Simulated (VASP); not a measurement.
# B (Im-3m) in VASP: notebook

Runs on B. Level: PBE. Tasks: single point.

All numbers are computed with VASP 6.6.1; they aren't measurements. Logs are shortened: lines on timing, memory, paths and dates and some standing lists are left out, and cuts for length are marked.

## 1. The cell of the first run

The structure is cubic, space group Im-3m (No. 229). Conventional cell: a = 2.308 Å, b = 2.308 Å, c = 2.308 Å, α = 90.00°, β = 90.00°, γ = 90.00°. B (site symmetry m-3m) has 14 B at 2.00 to 2.31 Å within 2.6 Å.

## 2. Single point, PBE

Contents of INCAR:

```
PREC = Accurate ; ENCUT = 520
EDIFF = 1E-6 ; ISMEAR = -1
SIGMA = 0.1 ; LREAL = F
LASPH = T ; NELM = 100
ALGO = Normal ; ISIF = 2
LWAVE = F ; LCHARG = F
GGA = PE ; NBANDS = 8
```

Contents of KPOINTS:

```
Automatic mesh
0
Gamma
  18 18 18
```

Contents of POSCAR:

```
B
1.0
   -1.1539685228      1.1539685228      1.1539685228
    1.1539685228     -1.1539685228      1.1539685228
    1.1539685228      1.1539685228     -1.1539685228
B
1
Direct
    0.0000000000      0.0000000000      0.0000000000
```

Potentials or basis: VASP PAW PBE potentials, release 64 (B).

Launch:

```console
cat potpaw_PBE.64/B/POTCAR > POTCAR
mpirun -np 1 vasp_std > vasp.out
```

OUTCAR:

```text
PREC = Accurate
   ENCUT = 520
   EDIFF = 1E-6
   ISMEAR = -1
   LREAL = F
   LASPH = T
   NELM = 100
   ISIF = 2
   GGA = PE

 ion  position               nearest neighbor table
   1  0.000  0.000  0.000-

  LATTYP: Found a body centered cubic cell.
 ALAT       =     2.3079370456

  Lattice vectors:

 A1 = (  -1.1539685228,   1.1539685228,   1.1539685228)
 A2 = (   1.1539685228,  -1.1539685228,   1.1539685228)
 A3 = (   1.1539685228,   1.1539685228,  -1.1539685228)

Analysis of symmetry for initial positions (statically):
=====================================================================
 Subroutine PRICEL returns:
 Original cell was already a primitive cell.

 Routine SETGRP: Setting up the symmetry group for a
 body centered cubic supercell.

 Subroutine GETGRP returns: Found 48 space group operations
 (whereof 48 operations were pure point group operations)
 out of a pool of 48 trial point group operations.

The static configuration has the point symmetry O_h .

Analysis of symmetry for dynamics (positions and initial velocities):
=====================================================================
 Subroutine PRICEL returns:
 Original cell was already a primitive cell.

 Routine SETGRP: Setting up the symmetry group for a
 body centered cubic supercell.

 Subroutine GETGRP returns: Found 48 space group operations
 (whereof 48 operations were pure point group operations)
 out of a pool of 48 trial point group operations.

The dynamic configuration has the point symmetry O_h .

 Subroutine INISYM returns: Found 48 space group operations
 (whereof 48 operations are pure point group operations),
 and found     1 'primitive' translations

----------------------------------------------------------------------------------------

                                     Primitive cell

  volume of cell :       6.1467

  direct lattice vectors                    reciprocal lattice vectors
    -1.153968523  1.153968523  1.153968523     0.000000000  0.433287382  0.433287382
     1.153968523 -1.153968523  1.153968523     0.433287382  0.000000000  0.433287382
     1.153968523  1.153968523 -1.153968523     0.433287382  0.433287382  0.000000000

  length of vectors
     1.998732112  1.998732112  1.998732112     0.612760892  0.612760892  0.612760892

  position of ions in fractional coordinates (direct lattice)
     0.000000000  0.000000000  0.000000000

  ion indices of the primitive-cell ions
   primitive index   ion index
                 1           1

----------------------------------------------------------------------------------------

 KPOINTS: Automatic mesh

Automatic generation of k-mesh.
 Grid dimensions read from file:
 generate k-points for:   18   18   18

 Generating k-lattice:

  Cartesian coordinates                     Fractional coordinates (reciprocal lattice)
     0.000000000  0.024071521  0.024071521     0.055555556  0.000000000  0.000000000
     0.024071521  0.000000000  0.024071521     0.000000000  0.055555556  0.000000000
     0.024071521  0.024071521  0.000000000     0.000000000  0.000000000  0.055555556

  Length of vectors
     0.034042272  0.034042272  0.034042272

  Shift w.r.t. Gamma in fractional coordinates (k-lattice)
     0.000000000  0.000000000  0.000000000

 Subroutine IBZKPT returns following result:
 ===========================================

 Found    195 irreducible k-points:

 Following reciprocal coordinates:
            Coordinates               Weight
  0.000000  0.000000  0.000000      1.000000
  0.055556  0.000000  0.000000     12.000000
  0.111111  0.000000  0.000000     12.000000
  0.166667  0.000000  0.000000     12.000000
  0.222222  0.000000  0.000000     12.000000
  0.277778  0.000000  0.000000     12.000000
[... 16 lines left out ...]
  0.333333  0.111111  0.000000     48.000000
  0.388889  0.111111  0.000000     48.000000
 [... further k-points ...]
   k-points           NKPTS =    195   k-points in BZ     NKDIM =    195   number of bands    NBANDS=      8
   number of dos      NEDOS =    301   number of ions     NIONS =      1
   total plane-waves  NPLWV =   4096
   dimension x,y,z NGX =    16 NGY =   16 NGZ =   16
   dimension x,y,z NGXF=    32 NGYF=   32 NGZF=   32
   ions per type =               1
   NGX,Y,Z   is equivalent  to a cutoff of  13.31, 13.31, 13.31 a.u.
   NGXF,Y,Z  is equivalent  to a cutoff of  26.62, 26.62, 26.62 a.u.
 SYSTEM =  unknown system
   PREC   = accura    normal or accurate (medium, high low for compatibility)
   ISTART =      0    job   : 0-new  1-cont  2-samecut
   ICHARG =      2    charge: 1-file 2-atom 10-const
   ISPIN  =      1    spin polarized calculation?
   LNONCOLLINEAR =      F non collinear calculations
   LSORBIT =      F    spin-orbit coupling
   LASPH  =      T    aspherical Exc in radial PAW
   ENCUT  =  520.0 eV  38.22 Ry    6.18 a.u.   3.72  3.72  3.72*2*pi/ulx,y,z
   NELM   =    100;   NELMIN=  2; NELMDL= -5     # of ELM steps
   EDIFF  = 0.1E-05   stopping-criterion for ELM
   LREAL  =      F    real-space projection
   EDIFFG = 0.1E-04   stopping-criterion for IOM
   NSW    =      0    number of steps for IOM
   IBRION =     -1    ionic relax: 0-MD 1-quasi-New 2-CG
   NFREE  =      0    steps in history (QN), initial steepest desc. (CG)
   ISIF   =      2    stress and relaxation
   ISYM   =      2    0-nonsym 1-usesym 2-fastsym
   POTIM  = 0.5000    time-step for ionic-motion
   TEBEG  =    0.0;   TEEND  =   0.0 temperature during run
   PSTRESS=    0.0 pullay stress
   NELECT =       3.0000    total number of electrons
   NUPDOWN=      -1.0000    fix difference up-down
   EMIN   =  10.00;   EMAX   =-10.00  energy-range for DOS
   EFERMI =   0.00;   METHOD = LEGACY
   ISMEAR =    -1;   SIGMA  =   0.10  broadening in eV -4-tet -1-fermi 0-gaus
   EFERMI_NEDOS =   21; number of points for ismear=-14 and -15
   IALGO  =     38    algorithm
   IMIX   =      4    mixing-type and parameters
     AMIX     =   0.40;   BMIX     =  1.00
     AMIX_MAG =   1.60;   BMIX_MAG =  1.00
  volume/ion in A,a.u.               =       6.15        41.48
  Fermi-wavevector in a.u.,A,eV,Ry     =   1.288946  2.435754 22.604461  1.661381
  Thomas-Fermi vector in A             =   2.420869
   LORBIT       =      0    0 simple, 1 ext, 2 COOP (PROOUT), +10 PAW based schemes
   GGA     = PE    functional components
   LHFCALC =     F    Hartree Fock is set to
   AEXX    =    0.0000 exact exchange contribution
   IVDW    =     0    specifies the selected vdW correction
   LEPSILON=     F    determine dielectric tensor
   LRPA    =     F    only Hartree local field effects (RPA)
 non-spin polarized calculation
  energy-cutoff  :      520.00
  volume of cell :        6.15
 maximum number of plane-waves:       177
   NGX =  7   NGY =  7   NGZ =  7

 number of electron       3.0000000 magnetization

 Free energy of the ion-electron system (eV)
  ---------------------------------------------------
  ext. energy  EPLUGINS =         0.00000000
  ---------------------------------------------------
  free energy    TOTEN  =        -4.99553073 eV

  energy without entropy =       -4.98796888  energy(sigma->0) =       -4.99174981

 E-fermi :   9.9952     XC(G=0): -12.8545

 val. band max:        9.9881378195   @ k =  -0.4444   0.5000   0.3889
 cond. band min:      10.0515230376   @ k =  -0.3889   0.3889   0.1667
 fundamental gap:      0.0633852181
 Fermi energy:         9.9951855070

 k-point     1 :       0.0000    0.0000    0.0000
  band No.  band energies     occupation
      1      -8.6454      2.00000
      2      25.5128      0.00000
      3      25.5128      0.00000
      4      25.5128      0.00000
      5      43.7712      0.00000
      6      43.7712      0.00000
      7      43.7712      0.00000
      8      47.6031      0.00000

 k-point     2 :       0.0556    0.0000    0.0000
  band No.  band energies     occupation
      1      -8.5056      2.00000
      2      25.0553      0.00000
      3      25.1682      0.00000
      4      25.4279      0.00000
      5      42.4074      0.00000
      6      42.4989      0.00000
      7      44.4449      0.00000
      8      46.0047      0.00000

 k-point     3 :       0.1111    0.0000    0.0000
  band No.  band energies     occupation
      1      -8.0866      2.00000
      2      23.6655      0.00000
      3      24.2753      0.00000
      4      25.1801      0.00000
      5      39.6436      0.00000
      6      40.3238      0.00000
      7      45.1808      0.00000
      8      46.3244      0.00000

 k-point     4 :       0.1667    0.0000    0.0000
  band No.  band energies     occupation
      1      -7.3889      2.00000
      2      21.4010      0.00000
      3      23.1127      0.00000
      4      24.7931      0.00000
      5      37.5732      0.00000
      6      38.2292      0.00000
      7      44.5814      0.00000
      8      47.8169      0.00000

 k-point     5 :       0.2222    0.0000    0.0000
  band No.  band energies     occupation
      1      -6.4147      2.00000
      2      18.5204      0.00000
      3      21.9118      0.00000
      4      24.3129      0.00000
      5      36.3620      0.00000
      6      36.3988      0.00000
      7      44.5770      0.00000
      8      49.6141      0.00000

 k-point     6 :       0.2778    0.0000    0.0000
  band No.  band energies     occupation
      1      -5.1694      2.00000
      2      15.3638      0.00000
      3      20.8169      0.00000
      4      23.8026      0.00000
      5      34.8807      0.00000
      6      35.7736      0.00000
      7      45.1123      0.00000
      8      51.6315      0.00000

 k-point     7 :       0.3333    0.0000    0.0000
  band No.  band energies     occupation
      1      -3.6673      2.00000
      2      12.1998      0.00000
      3      19.9102      0.00000
      4      23.3285      0.00000
      5      33.6916      0.00000
      6      35.5699      0.00000
      7      46.0900      0.00000
      8      52.9771      0.00000

 k-point     8 :       0.3889    0.0000    0.0000
  band No.  band energies     occupation
      1      -1.9502      2.00000
      2       9.2202      1.99914
      3      19.2379      0.00000
      4      22.9480      0.00000
      5      32.8390      0.00000
      6      35.5695      0.00000
      7      47.3497      0.00000
      8      52.6652      0.00000

 k-point     9 :       0.4444    0.0000    0.0000
  band No.  band energies     occupation
      1      -0.1764      2.00000
      2       6.6638      2.00000
      3      18.8261      0.00000
      4      22.7032      0.00000
      5      32.3264      0.00000
      6      35.6351      0.00000
      7      48.5740      0.00000
      8      52.1142      0.00000

 k-point    10 :       0.5000    0.0000    0.0000
  band No.  band energies     occupation
      1       0.8457      2.00000
      2       5.3772      2.00000
      3      18.6878      0.00000
      4      22.6190      0.00000
      5      32.1557      0.00000
      6      35.6693      0.00000
      7      49.1394      0.00000
      8      51.8973      0.00000
[... 78 lines left out ...]
 k-point    18 :       0.4444    0.0556    0.0000
  band No.  band energies     occupation
      1       0.6608      2.00000
      2       5.8146      2.00000
      3      18.3432      0.00000
      4      22.0369      0.00000
      5      33.0447      0.00000
      6      35.9318      0.00000
      7      48.9604      0.00000
      8      51.2119      0.00000

 k-point    19 :       0.1111    0.1111    0.0000
  band No.  band energies     occupation
      1      -6.9703      2.00000
      2      21.0879      0.00000
      3      21.7721      0.00000
      4      23.9929      0.00000
      5      37.0819      0.00000
      6      37.9342      0.00000
      7      44.4290      0.00000
      8      48.8416      0.00000

 k-point    20 :       0.1667    0.1111    0.0000
  band No.  band energies     occupation
      1      -5.9962      2.00000
      2      18.6997      0.00000
      3      20.2056      0.00000
      4      23.2727      0.00000
      5      36.3823      0.00000
      6      37.0692      0.00000
      7      44.7195      0.00000
      8      50.4760      0.00000

 k-point    21 :       0.2222    0.1111    0.0000
  band No.  band energies     occupation
      1      -4.7501      2.00000
      2      15.6354      0.00000
      3      19.0792      0.00000
      4      22.5750      0.00000
      5      36.0808      0.00000
      6      36.3931      0.00000
      7      45.2710      0.00000
      8      52.5815      0.00000

 k-point    22 :       0.2778    0.1111    0.0000
  band No.  band energies     occupation
      1      -3.2450      2.00000
      2      12.4974      0.00000
      3      18.1866      0.00000
      4      21.9550      0.00000
      5      35.6076      0.00000
      6      36.3085      0.00000
      7      46.0941      0.00000
      8      52.7734      0.00000

 k-point    23 :       0.3333    0.1111    0.0000
  band No.  band energies     occupation
      1      -1.5192      2.00000
      2       9.5211      1.98268
      3      17.5344      0.00000
      4      21.4704      0.00000
      5      35.1262      0.00000
      6      36.5293      0.00000
      7      47.1298      0.00000
      8      51.4902      0.00000

 k-point    24 :       0.3889    0.1111    0.0000
  band No.  band energies     occupation
      1       0.2788      2.00000
      2       6.9458      2.00000
      3      17.1372      0.00000
      4      21.1635      0.00000
      5      34.8150      0.00000
      6      36.7600      0.00000
      7      48.2407      0.00000
      8      50.3290      0.00000

 [... further k-points ...]

------------------------ aborting loop because EDIFF is reached ----------------------------------------

  FORCE on cell =-STRESS in cart. coord.  units (eV):
  Direction    XX          YY          ZZ          XY          YZ          ZX
  --------------------------------------------------------------------------------------
  -------------------------------------------------------------------------------------
  Total       -0.0044191     -0.0044191     -0.0044191      0.0000000     -0.0000000      0.0000000
  in kB       -1.1518620     -1.1518620     -1.1518620      0.0000000     -0.0000000      0.0000000
  external PRESSURE =      -1.1518620 kB  Pullay stress =       0.0000000 kB

 VOLUME and BASIS-vectors are now :
 -----------------------------------------------------------------------------
  energy-cutoff  :      520.00
  volume of cell :        6.15
      direct lattice vectors                 reciprocal lattice vectors
    -1.153968523  1.153968523  1.153968523     0.000000000  0.433287382  0.433287382
     1.153968523 -1.153968523  1.153968523     0.433287382  0.000000000  0.433287382
     1.153968523  1.153968523 -1.153968523     0.433287382  0.433287382  0.000000000

 POSITION                                       TOTAL-FORCE (eV/Angst)
 -----------------------------------------------------------------------------------
      0.00000      0.00000      0.00000        -0.000000      0.000000      0.000000
 -----------------------------------------------------------------------------------
    total drift:                               -0.000000     -0.000000      0.000000

  FREE ENERGIE OF THE ION-ELECTRON SYSTEM (eV)
  ---------------------------------------------------
  free  energy   TOTEN  =        -4.9955307321 eV

  energy  without entropy=       -4.9879688849  energy(sigma->0) =       -4.99174981
```

It took 5.8 s on 1 thread of Intel Xeon Platinum 8259CL at 2.50GHz (Skylake/Cascade Lake), shared host; peak memory 0.11 GiB.

Results:

```
Free energy : -4.9955 eV
Pressure    : -0.1 GPa
```

Levels at points of the mesh, in eV from the Fermi level:
| k point | band 1 | band 2 | band 3 | band 4 | band 5 |
| --- | --- | --- | --- | --- | --- |
| (0.00, 0.00, 0.00) | -18.64 | 15.52 | 15.52 | 15.52 | 33.78 |
| (0.50, 0.00, 0.00) | -9.15 | -4.62 | 8.69 | 12.62 | 22.16 |
| (0.50, 0.50, 0.50) | 0.40 | 0.40 | 0.40 | 10.21 | 10.21 |

[end of part 1 of 2]
